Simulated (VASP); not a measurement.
# Ba (P6/mmm) in VASP: further runs

The runs below take Ba through single point, relaxation of cell and atoms, with PBEsol.

All numbers are computed with VASP 6.6.1; they aren't measurements. Logs are shortened: lines on timing, memory, paths and dates and some standing lists are left out, and cuts for length are marked.

### Step 1. The cell of the first run

The structure is hexagonal, space group P6/mmm (No. 191). Conventional cell: a = 6.996 Å, b = 6.996 Å, c = 3.909 Å, α = 90.00°, β = 90.00°, γ = 120.00°. Ba (site symmetry -6m2) has 5 Ba at 3.91 to 4.04 Å within 5.1 Å.

This isn't the form of Ba at room conditions, which is bcc.

### Step 2. Single point, PBEsol

Input file INCAR:

```
  PREC = Accurate
  ENCUT = 520
  EDIFF = 1E-6
  ISMEAR = 0
  SIGMA = 0.1
  LREAL = F
  LASPH = T
  NELM = 100
  ALGO = Normal
  ISIF = 2
  LWAVE = F
  LCHARG = F
  GGA = PS
  NBANDS = 17
```

Input file KPOINTS:

```
regular mesh
0
Gamma
  3 3 6
```

Input file POSCAR:

```
Ba
1.0
    6.9960670735      0.0000000000      0.0000000000
   -3.4980335368      6.0587718122      0.0000000000
    0.0000000000      0.0000000000      3.9093935500
Ba
2
Direct
    0.3333333300      0.6666666700      0.5000000000
    0.6666666700      0.3333333300      0.5000000000
```

Potentials or basis: VASP PAW PBE potentials, release 64 (Ba_sv).

Run with:

```console
$ cat potpaw_PBE.64/Ba_sv/POTCAR > POTCAR
$ mpirun -np 1 vasp_std > vasp.out
```

OUTCAR:

```text
PREC = Accurate
   ENCUT = 520
   EDIFF = 1E-6
   ISMEAR = 0
   LREAL = F
   LASPH = T
   NELM = 100
   ISIF = 2
   GGA = PS

 ion  position               nearest neighbor table
   1  0.333  0.667  0.500-   2 4.04   2 4.04   2 4.04
   2  0.667  0.333  0.500-   1 4.04   1 4.04   1 4.04

  LATTYP: Found a hexagonal cell.
 ALAT       =     6.9960670735
 C/A-ratio  =     0.5587987521

  Lattice vectors:

 A1 = (   6.9960670735,   0.0000000000,   0.0000000000)
 A2 = (  -3.4980335368,   6.0587718122,   0.0000000000)
 A3 = (   0.0000000000,   0.0000000000,   3.9093935500)

Analysis of symmetry for initial positions (statically):
=====================================================================
 Subroutine PRICEL returns:
 Original cell was already a primitive cell.

 Routine SETGRP: Setting up the symmetry group for a
 hexagonal supercell.

 Subroutine GETGRP returns: Found 24 space group operations
 (whereof 24 operations were pure point group operations)
 out of a pool of 24 trial point group operations.

The static configuration has the point symmetry D_6h.

Analysis of symmetry for dynamics (positions and initial velocities):
=====================================================================
 Subroutine PRICEL returns:
 Original cell was already a primitive cell.

 Routine SETGRP: Setting up the symmetry group for a
 hexagonal supercell.

 Subroutine GETGRP returns: Found 24 space group operations
 (whereof 24 operations were pure point group operations)
 out of a pool of 24 trial point group operations.

The dynamic configuration has the point symmetry D_6h.

 Subroutine INISYM returns: Found 24 space group operations
 (whereof 24 operations are pure point group operations),
 and found     1 'primitive' translations

----------------------------------------------------------------------------------------

                                     Primitive cell

  volume of cell :     165.7097

  direct lattice vectors                    reciprocal lattice vectors
     6.996067073  0.000000000  0.000000000     0.142937452  0.082524976  0.000000000
    -3.498033537  6.058771812  0.000000000     0.000000000  0.165049953  0.000000000
     0.000000000  0.000000000  3.909393550     0.000000000  0.000000000  0.255794150

  length of vectors
     6.996067073  6.996067073  3.909393550     0.165049953  0.165049953  0.255794150

  position of ions in fractional coordinates (direct lattice)
     0.333333330  0.666666670  0.500000000
     0.666666670  0.333333330  0.500000000

  ion indices of the primitive-cell ions
   primitive index   ion index
                 1           1
                 2           2

----------------------------------------------------------------------------------------

 KPOINTS: regular mesh

Automatic generation of k-mesh.
 Grid dimensions read from file:
 generate k-points for:    3    3    6

 Generating k-lattice:

  Cartesian coordinates                     Fractional coordinates (reciprocal lattice)
     0.047645817  0.027508325  0.000000000     0.333333333  0.000000000  0.000000000
     0.000000000  0.055016651  0.000000000     0.000000000  0.333333333  0.000000000
     0.000000000  0.000000000  0.042632358     0.000000000  0.000000000  0.166666667

  Length of vectors
     0.055016651  0.055016651  0.042632358

  Shift w.r.t. Gamma in fractional coordinates (k-lattice)
     0.000000000  0.000000000  0.000000000

 Subroutine IBZKPT returns following result:
 ===========================================

 Found     12 irreducible k-points:

 Following reciprocal coordinates:
            Coordinates               Weight
  0.000000  0.000000  0.000000      1.000000
  0.333333 -0.000000  0.000000      6.000000
  0.333333  0.333333  0.000000      2.000000
  0.000000  0.000000  0.166667      2.000000
  0.333333 -0.000000  0.166667     12.000000
  0.333333  0.333333  0.166667      4.000000
  0.000000  0.000000  0.333333      2.000000
  0.333333 -0.000000  0.333333     12.000000
  0.333333  0.333333  0.333333      4.000000
  0.000000  0.000000  0.500000      1.000000
  0.333333 -0.000000  0.500000      6.000000
  0.333333  0.333333  0.500000      2.000000
   k-points           NKPTS =     12   k-points in BZ     NKDIM =     12   number of bands    NBANDS=     17
   number of dos      NEDOS =    301   number of ions     NIONS =      2
   total plane-waves  NPLWV =  87480
   dimension x,y,z NGX =    54 NGY =   54 NGZ =   30
   dimension x,y,z NGXF=   108 NGYF=  108 NGZF=   60
   ions per type =               2
   NGX,Y,Z   is equivalent  to a cutoff of  12.83, 12.83, 12.76 a.u.
   NGXF,Y,Z  is equivalent  to a cutoff of  25.66, 25.66, 25.51 a.u.
 SYSTEM =  unknown system
   PREC   = accura    normal or accurate (medium, high low for compatibility)
   ISTART =      0    job   : 0-new  1-cont  2-samecut
   ICHARG =      2    charge: 1-file 2-atom 10-const
   ISPIN  =      1    spin polarized calculation?
   LNONCOLLINEAR =      F non collinear calculations
   LSORBIT =      F    spin-orbit coupling
   LASPH  =      T    aspherical Exc in radial PAW
   ENCUT  =  520.0 eV  38.22 Ry    6.18 a.u.  13.01 13.01  7.27*2*pi/ulx,y,z
   NELM   =    100;   NELMIN=  2; NELMDL= -5     # of ELM steps
   EDIFF  = 0.1E-05   stopping-criterion for ELM
   LREAL  =      F    real-space projection
[... 7 lines left out ...]
   TEBEG  =    0.0;   TEEND  =   0.0 temperature during run
   PSTRESS=    0.0 pullay stress
   NELECT =      20.0000    total number of electrons
   NUPDOWN=      -1.0000    fix difference up-down
   EMIN   =  10.00;   EMAX   =-10.00  energy-range for DOS
   EFERMI =   0.00;   METHOD = LEGACY
   ISMEAR =     0;   SIGMA  =   0.10  broadening in eV -4-tet -1-fermi 0-gaus
   EFERMI_NEDOS =   21; number of points for ismear=-14 and -15
   IALGO  =     38    algorithm
   IMIX   =      4    mixing-type and parameters
     AMIX     =   0.40;   BMIX     =  1.00
     AMIX_MAG =   1.60;   BMIX_MAG =  1.00
  volume/ion in A,a.u.               =      82.85       559.13
  Fermi-wavevector in a.u.,A,eV,Ry     =   0.809038  1.528860  8.905588  0.654542
  Thomas-Fermi vector in A             =   1.917955
   LORBIT       =      0    0 simple, 1 ext, 2 COOP (PROOUT), +10 PAW based schemes
   GGA     = PS    functional components
   LHFCALC =     F    Hartree Fock is set to
   AEXX    =    0.0000 exact exchange contribution
   IVDW    =     0    specifies the selected vdW correction
   LEPSILON=     F    determine dielectric tensor
   LRPA    =     F    only Hartree local field effects (RPA)
 non-spin polarized calculation
 Gauss-broadening in eV      SIGMA  =   0.10
  energy-cutoff  :      520.00
  volume of cell :      165.71
 maximum number of plane-waves:      4485
 NGX is ok and might be reduce to    54
   NGX = 25   NGY = 25   NGZ = 15

 number of electron      20.0000003 magnetization

 Free energy of the ion-electron system (eV)
  ---------------------------------------------------
  ext. energy  EPLUGINS =         0.00000000
  ---------------------------------------------------
  free energy    TOTEN  =        -2.71310071 eV

  energy without entropy =       -2.66179441  energy(sigma->0) =       -2.68744756

 E-fermi :   0.4863     XC(G=0):  -6.4779

 val. band max:        0.4841239697   @ k =   0.3333   0.3333   0.3333
 cond. band min:       0.5107677248   @ k =   0.3333  -0.0000   0.1667
 fundamental gap:      0.0266437551
 Fermi energy:         0.4862842357

 k-point     1 :       0.0000    0.0000    0.0000
  band No.  band energies     occupation
      1     -28.7906      2.00000
      2     -28.7215      2.00000
      3     -14.1655      2.00000
      4     -14.1655      2.00000
      5     -13.7724      2.00000
      6     -13.7724      2.00000
[... 9 lines left out ...]
     16       3.6819      0.00000
     17       3.6819      0.00000

 k-point     2 :       0.3333   -0.0000    0.0000
  band No.  band energies     occupation
      1     -28.7761      2.00000
      2     -28.7362      2.00000
      3     -14.1898      2.00000
      4     -14.1018      2.00000
      5     -13.8408      2.00000
      6     -13.7449      2.00000
[... 9 lines left out ...]
     16       3.5669      0.00000
     17       3.5813      0.00000

 k-point     3 :       0.3333    0.3333    0.0000
  band No.  band energies     occupation
      1     -28.7563      2.00000
      2     -28.7563      2.00000
      3     -14.2138      2.00000
      4     -13.9726      2.00000
      5     -13.9726      2.00000
      6     -13.7189      2.00000
[... 9 lines left out ...]
     16       2.2612      0.00000
     17       3.4697      0.00000

 k-point     4 :       0.0000    0.0000    0.1667
  band No.  band energies     occupation
      1     -28.7744      2.00000
      2     -28.7058      2.00000
      3     -14.1406      2.00000
      4     -14.1406      2.00000
      5     -13.7527      2.00000
      6     -13.7527      2.00000
[... 9 lines left out ...]
     16       2.7111      0.00000
     17       2.7111      0.00000
[... 103 lines left out ...]
      1     -28.7250      2.00000
      2     -28.6582      2.00000
      3     -14.2760      2.00000
      4     -14.1502      2.00000
      5     -14.0645      2.00000
      6     -14.0645      2.00000
[... 9 lines left out ...]
     16       2.4096      0.00000
     17       2.4916      0.00000

 k-point    11 :       0.3333   -0.0000    0.5000
  band No.  band energies     occupation
      1     -28.7110      2.00000
      2     -28.6724      2.00000
      3     -14.2498      2.00000
      4     -14.1771      2.00000
      5     -14.0867      2.00000
      6     -14.0031      2.00000
[... 9 lines left out ...]
     16       2.6595      0.00000
     17       3.3579      0.00000

 k-point    12 :       0.3333    0.3333    0.5000
  band No.  band energies     occupation
      1     -28.6918      2.00000
      2     -28.6918      2.00000
      3     -14.2136      2.00000
      4     -14.2136      2.00000
      5     -14.1085      2.00000
      6     -13.8814      2.00000
[... 9 lines left out ...]
     16       3.4710      0.00000
     17       3.4970      0.00000

------------------------ aborting loop because EDIFF is reached ----------------------------------------

  FORCE on cell =-STRESS in cart. coord.  units (eV):
  Direction    XX          YY          ZZ          XY          YZ          ZX
  --------------------------------------------------------------------------------------
  -------------------------------------------------------------------------------------
  Total       -0.0144908     -0.0144908     -0.4810625      0.0000000      0.0000000      0.0000000
  in kB       -0.1401052     -0.1401052     -4.6511902      0.0000000      0.0000000      0.0000000
  external PRESSURE =      -1.6438002 kB  Pullay stress =       0.0000000 kB

 VOLUME and BASIS-vectors are now :
 -----------------------------------------------------------------------------
  energy-cutoff  :      520.00
  volume of cell :      165.71
      direct lattice vectors                 reciprocal lattice vectors
     6.996067073  0.000000000  0.000000000     0.142937452  0.082524976  0.000000000
    -3.498033537  6.058771812  0.000000000     0.000000000  0.165049953  0.000000000
     0.000000000  0.000000000  3.909393550     0.000000000  0.000000000  0.255794150

 POSITION                                       TOTAL-FORCE (eV/Angst)
 -----------------------------------------------------------------------------------
     -0.00000      4.03918      1.95470        -0.000000      0.000000      0.000000
      3.49803      2.01959      1.95470         0.000000     -0.000000      0.000000
 -----------------------------------------------------------------------------------
    total drift:                               -0.000000      0.000000      0.000000

  FREE ENERGIE OF THE ION-ELECTRON SYSTEM (eV)
  ---------------------------------------------------
  free  energy   TOTEN  =        -2.7131007056 eV

  energy  without entropy=       -2.6617944076  energy(sigma->0) =       -2.68744756
```

It took 59 s on 1 thread of Oxide Virtual Turin-like, shared host; peak memory 0.24 GiB.

Results:

* Free energy: -2.7131 eV
* Pressure: -0.2 GPa
* Band gap on the k mesh: zero (bands 10 and 11 overlap by 0.94 eV)

Stress tensor (GPa, compression positive):
```
-0.01  0.00  0.00
 0.00 -0.01  0.00
 0.00  0.00 -0.47
```

Levels at points of the mesh, in eV from the Fermi level:
| k point | band 6 | band 7 | band 8 | band 9 | band 10 | band 11 | band 12 | band 13 | band 14 | band 15 |
| --- | --- | --- | --- | --- | --- | --- | --- | --- | --- | --- |
| (0.00, 0.00, 0.00) | -14.26 | -14.00 | -13.92 | -2.25 | 0.10 | 0.26 | 0.73 | 0.73 | 0.99 | 0.99 |
| (0.00, 0.00, 0.50) | -14.55 | -14.18 | -14.18 | -0.20 | -0.20 | -0.19 | 1.07 | 1.40 | 1.40 | 1.92 |

Caveat: the PAW data sets were made with another functional, which shifts forces and pressure a little; spin-orbit coupling is left out, which moves the levels of the heavy elements.

(Part 1 of 2 ends here.)

The gap in the log of VASP goes by the Fermi energy; the results here count the filled bands.